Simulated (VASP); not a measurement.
# Co4O5 in VASP: single point with PBEsol

Aim: the single point of Co4O5 with PBEsol.

All numbers are computed with VASP 6.6.1; they aren't measurements. Logs are shortened: lines on timing, memory, paths and dates and some standing lists are left out, and cuts for length are marked.

### 1 The cell of the first run

The cell holds a slab with vacuum, 9 atoms: a = 2.946 Å, b = 2.946 Å, c = 25.250 Å, α = 90.00°, β = 90.00°, γ = 90.00°.

### 2 Single point, PBEsol, collinear spin, ferromagnetic start

Input file INCAR:

```
PREC     = Accurate       # precision mode
ENCUT    = 520            # plane-wave cutoff, eV
EDIFF    = 1E-6           # SCF threshold, eV
ISMEAR   = 0              # smearing method
SIGMA    = 0.1            # smearing width, eV
LREAL    = False          # projectors in reciprocal space
LASPH    = True           # aspherical terms in the spheres
NELM     = 150            # most SCF steps
ALGO     = Fast           # electronic algorithm
ISIF     = 2              # what is computed and relaxed
LWAVE    = False          # write WAVECAR
LCHARG   = True           # write CHGCAR
ISPIN    = 2              # spin polarisation
MAGMOM   = 2.56 2.74 2.67 2.6 0.32 0.4 0.41 0.36 2 # initial moments
LORBIT   = 11             # projections on sites
LMAXMIX  = 4              # l up to which the mixer works
LDIPOL   = True         
IDIPOL   = 3            
DIPOL    = 0.5 0.5 0.482
GGA      = PS             # functional
LVHAR    = True         
LVACPOTAV= True         
NBANDS   = 47             # bands
KPAR     = 4
```

Input file KPOINTS:

```
Automatic mesh
0
Gamma
  10 10 1
```

Input file POSCAR:

```
Co4O5
1.0
    2.9464519542      0.0000000000      0.0000000000
    0.0000000000      2.9464519542      0.0000000000
    0.0000000000      0.0000000000     25.2503684717
Co O
4 5
Direct
    0.5000000000      0.5000000000      0.3366287510
    0.0000000000      0.0000000000      0.4191406620
    0.5000000000      0.5000000000      0.5007821475
    0.0000000000      0.0000000000      0.6099348121
    0.0000000000      0.0000000000      0.3366287510
    0.5000000000      0.5000000000      0.4191406620
    0.0000000000      0.0000000000      0.4928408607
    0.5000000000      0.5000000000      0.5696717996
    0.0000000000      0.5000000000      0.6493511905
```

Potentials or basis: VASP PAW PBE potentials, release 64 (Co, O).

On the command line:

```sh
$ cat potpaw_PBE.64/Co/POTCAR potpaw_PBE.64/O/POTCAR > POTCAR
$ mpirun -np 4 vasp_std > vasp.out
```

OUTCAR:

```text
PREC = Accurate
   ENCUT = 520
   EDIFF = 1E-6
   ISMEAR = 0
   LREAL = False
   LASPH = True
   NELM = 150
   ISIF = 2
   ISPIN = 2
   LORBIT = 11
   GGA = PS

 ion  position               nearest neighbor table
   1  0.500  0.500  0.337-   6 2.08   5 2.08   5 2.08   5 2.08   5 2.08   2 2.95   2 2.95   2 2.95
                             2 2.95
   2  0.000  0.000  0.419-   7 1.86   5 2.08   6 2.08   6 2.08   6 2.08   6 2.08   3 2.93   3 2.93
                             3 2.93   3 2.93   1 2.95   1 2.95   1 2.95   1 2.95
   3  0.500  0.500  0.501-   8 1.74   6 2.06   7 2.09   7 2.09   7 2.09   7 2.09   2 2.93   2 2.93
                             2 2.93   2 2.93
   4  0.000  0.000  0.610-   9 1.78   9 1.78   8 2.32   8 2.32   8 2.32   8 2.32
   5  0.000  0.000  0.337-   2 2.08   1 2.08   1 2.08   1 2.08   1 2.08
   6  0.500  0.500  0.419-   3 2.06   1 2.08   2 2.08   2 2.08   2 2.08   2 2.08
   7  0.000  0.000  0.493-   2 1.86   3 2.09   3 2.09   3 2.09   3 2.09
   8  0.500  0.500  0.570-   3 1.74   4 2.32   4 2.32   4 2.32   4 2.32
   9  0.000  0.500  0.649-   4 1.78   4 1.78

  LATTYP: Found a simple tetragonal cell.
 ALAT       =     2.9464519542
 C/A-ratio  =     8.5697540174

  Lattice vectors:

 A1 = (   2.9464519542,   0.0000000000,   0.0000000000)
 A2 = (   0.0000000000,   2.9464519542,   0.0000000000)
 A3 = (   0.0000000000,   0.0000000000,  25.2503684717)

Analysis of symmetry for initial positions (statically):
=====================================================================
 Subroutine PRICEL returns:
 Original cell was already a primitive cell.

 Routine SETGRP: Setting up the symmetry group for a
 simple tetragonal supercell.

 Subroutine GETGRP returns: Found  4 space group operations
 (whereof  4 operations were pure point group operations)
 out of a pool of 16 trial point group operations.

The static configuration has the point symmetry C_2v.

Analysis of symmetry for dynamics (positions and initial velocities):
=====================================================================
 Subroutine PRICEL returns:
 Original cell was already a primitive cell.

 Routine SETGRP: Setting up the symmetry group for a
 simple tetragonal supercell.

 Subroutine GETGRP returns: Found  4 space group operations
 (whereof  4 operations were pure point group operations)
 out of a pool of 16 trial point group operations.

The dynamic configuration has the point symmetry C_2v.

Analysis of structural, dynamic, and magnetic symmetry:
=====================================================================
 Subroutine PRICEL returns:
 Original cell was already a primitive cell.

 Routine SETGRP: Setting up the symmetry group for a
 simple tetragonal supercell.

 Subroutine GETGRP returns: Found  4 space group operations
[... 179 lines left out ...]

 spin component 1

 k-point     1 :       0.0000    0.0000    0.0000
  band No.  band energies     occupation
      1     -21.3114      1.00000
      2     -20.4081      1.00000
      3     -19.9987      1.00000
      4     -19.7801      1.00000
      5     -18.6217      1.00000
      6      -7.8002      1.00000
[... 1141 lines left out ...]
     44       7.0755      0.00000
     45       7.9801      0.00000

 [... further k-points ...]

 spin component 2

 k-point     1 :       0.0000    0.0000    0.0000
  band No.  band energies     occupation
      1     -21.1516      1.00000
      2     -20.2208      1.00000
      3     -19.6976      1.00000
      4     -19.4519      1.00000
      5     -18.0836      1.00000
      6      -7.4865      1.00000
[... 1141 lines left out ...]
     44       7.0629      0.00000
     45       7.6012      0.00000

 [... further k-points ...]

 [bands above 45 left out]

------------------------ aborting loop because EDIFF is reached ----------------------------------------

  FORCE on cell =-STRESS in cart. coord.  units (eV):
  Direction    XX          YY          ZZ          XY          YZ          ZX
  --------------------------------------------------------------------------------------
  -------------------------------------------------------------------------------------
  Total       -8.3155571    -12.9207483     -1.3824502      0.0000000      0.0000000      0.0000000
  in kB      -60.7764718    -94.4347426    -10.1040072      0.0000000      0.0000000      0.0000000
  external PRESSURE =     -55.1050739 kB  Pullay stress =       0.0000000 kB

 VOLUME and BASIS-vectors are now :
 -----------------------------------------------------------------------------
  energy-cutoff  :      520.00
  volume of cell :      219.21
      direct lattice vectors                 reciprocal lattice vectors
     2.946451954  0.000000000  0.000000000     0.339391246  0.000000000  0.000000000
     0.000000000  2.946451954  0.000000000     0.000000000  0.339391246  0.000000000
     0.000000000  0.000000000 25.250368472     0.000000000  0.000000000  0.039603382

 POSITION                                       TOTAL-FORCE (eV/Angst)
 -----------------------------------------------------------------------------------
      1.47323      1.47323      8.50000         0.000000      0.000000      0.189560
      0.00000      0.00000     10.58346         0.000000      0.000000     -1.039356
      1.47323      1.47323     12.64493         0.000000      0.000000     -0.032656
      0.00000      0.00000     15.40108         0.000000      0.000000     -0.073780
      0.00000      0.00000      8.50000         0.000000      0.000000      0.562791
      1.47323      1.47323     10.58346         0.000000      0.000000      0.207899
      0.00000      0.00000     12.44441         0.000000      0.000000      0.038186
      1.47323      1.47323     14.38442         0.000000      0.000000      0.105131
      0.00000      1.47323     16.39636         0.000000      0.000000      0.042225
 -----------------------------------------------------------------------------------
    total drift:                                0.000000     -0.000000      0.000719

  FREE ENERGIE OF THE ION-ELECTRON SYSTEM (eV)
  ---------------------------------------------------
  free  energy   TOTEN  =       -61.2354198327 eV

  energy  without entropy=      -61.1705506421  energy(sigma->0) =      -61.20298524

 vacuum level on the upper side and lower side of the slab         6.740         3.011

 total charge

# of ion       s       p       d       tot
------------------------------------------
    1        0.301   0.345   7.189   7.835
    2        0.344   0.459   7.311   8.114
    3        0.361   0.489   7.321   8.171
    4        0.379   0.457   7.180   8.016
    5        1.550   3.378   0.000   4.928
    6        1.557   3.393   0.000   4.950
    7        1.566   3.359   0.000   4.925
    8        1.584   3.299   0.000   4.883
    9        1.590   3.284   0.000   4.874
--------------------------------------------------
tot          9.233  18.463  29.001  56.697

 magnetization (x)

# of ion       s       p       d       tot
------------------------------------------
    1        0.027   0.021   2.311   2.360
    2        0.018   0.010   1.190   1.218
    3        0.012   0.014   0.653   0.680
    4        0.031   0.022   1.687   1.741
    5        0.019   0.144   0.000   0.163
    6        0.024   0.079   0.000   0.104
    7        0.013   0.005   0.000   0.019
    8        0.011   0.126   0.000   0.137
    9        0.007   0.363   0.000   0.370
--------------------------------------------------
tot          0.163   0.786   5.841   6.791
```

OSZICAR:

```text
N       E                     dE             d eps       ncg     rms          rms(c)
DAV:   1     0.707868878327E+03    0.70787E+03   -0.28815E+04  6768   0.136E+03
DAV:   2     0.669697869168E+02   -0.64090E+03   -0.57661E+03  7492   0.352E+02
[... 13 lines left out ...]
RMM:  57    -0.612353046186E+02   -0.30115E-04   -0.44596E-06  6372   0.122E-02    0.197E-02
RMM:  58    -0.612353464861E+02   -0.41868E-04   -0.26955E-06  5712   0.890E-03    0.214E-02
RMM:  59    -0.612353936148E+02   -0.47129E-04   -0.15566E-06  5457   0.731E-03    0.127E-02
RMM:  60    -0.612354186512E+02   -0.25036E-04   -0.99740E-07  5282   0.419E-03    0.860E-03
RMM:  61    -0.612354207795E+02   -0.21283E-05   -0.57494E-07  5084   0.277E-03    0.456E-03
RMM:  62    -0.612354198327E+02    0.94676E-06   -0.33932E-07  4959   0.294E-03
   1 F= -.61235420E+02 E0= -.61202985E+02  d E =-.648692E-01  mag=     7.0409
```

Run time: 25 min. Hardware: 4 MPI ranks of Oxide Virtual Turin-like, shared host; peak memory 0.75 GiB.

What came out:

```yaml
Free_energy: -61.2354 eV
Largest_force: 1.039 eV/Å
Net_moment: 7.04 μB per cell
Site_moments: Co +2.36, +1.22, +0.68, +1.74; O +0.16, +0.10, +0.02, +0.14, +0.37 μB
Valence_electrons_inside_the_program's_atomic_spheres: Co 7.83, 8.11, 8.17, 8.02; O 4.93, 4.95, 4.92, 4.88, 4.87
```

Forces in eV/Å, atoms in the order of the input:
```
Co   0.000  0.000  0.190
Co   0.000  0.000 -1.039
Co   0.000  0.000 -0.033
Co   0.000  0.000 -0.074
O    0.000  0.000  0.563
O    0.000  0.000  0.208
O    0.000  0.000  0.038
O    0.000  0.000  0.105
O    0.000  0.000  0.042
```

Levels at points of the mesh, in eV from the Fermi level:
Spin up:
```csv
k point,band 33,band 34,band 35,band 36,band 37,band 38,band 39,band 40,band 41,band 42
"(0.00, 0.00, 0.00)",-1.11,-1.02,-0.93,-0.74,-0.58,0.03,0.10,1.23,1.34,3.59
"(0.50, 0.00, 0.00)",-0.31,0.06,0.42,0.77,0.84,0.96,1.07,1.13,4.91,5.77
"(0.00, 0.50, 0.00)",-0.67,-0.64,0.10,0.41,0.77,0.85,1.07,1.15,4.91,5.77
"(0.50, 0.50, 0.00)",-0.93,-0.88,-0.78,-0.75,-0.58,-0.47,0.28,0.30,5.34,6.80
```
Spin down:
```
           k point  band 27  band 28  band 29  band 30  band 31  band 32
(0.00, 0.00, 0.00)    -0.52    -0.32    -0.28    -0.22    -0.07    -0.01
(0.50, 0.00, 0.00)    -0.17     0.02     0.11     0.14     0.53     0.74
(0.00, 0.50, 0.00)    -0.19    -0.07    -0.05    -0.01     0.06     0.12
(0.50, 0.50, 0.00)    -0.21    -0.12     0.02     0.16     0.27     0.30
```

Caveat: the PAW data sets were made with another functional, which shifts forces and pressure a little; semilocal functionals often make such compounds metallic where correlation or magnetic order opens a gap, which also shifts bond lengths.
